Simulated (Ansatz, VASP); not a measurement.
TaN in VASP and in Ansatz

```
Ta N
1.0
     2.95137    0.00000    0.00000
    -1.47568    2.55596    0.00000
     0.00000    0.00000    2.89586
Ta N
1 1
Direct
  0.33333 0.66667 0.50000
  0.00000 0.00000 0.00000
```

Alike in both runs: functional PBE; k mesh 6 × 6 × 6; occupations gaussian, width 0.1 eV; no spin polarisation.

Ansatz relaxed the structure, and its values are those at the end. VASP's run is a single point on that final structure, the one shown.

```csv
,VASP,Ansatz
version,VASP 6.6.1,Ansatz 0.2.0
potentials or method,"VASP PAW PBE potentials, release 64 (Ta_pv, N), cutoff 520 eV","scalar-relativistic, plane waves, PAW"
valence electrons in the cell,16,18
```

|  | VASP | Ansatz | Ansatz less VASP |
| --- | --- | --- | --- |
| gap on the k mesh at the Fermi level (eV) | none | none | - |
| pressure (GPa) | 0.6 | 0.0 | -0.65 |

A gap of «none» marks a metal or a gap that the smearing closes. VASP's potentials hold 16 valence electrons a cell and Ansatz's 18, so a difference there can come from the potentials and not from the codes.

The k mesh is coarse, so the values compare programs but aren't converged. Neither program's run includes spin-orbit coupling.
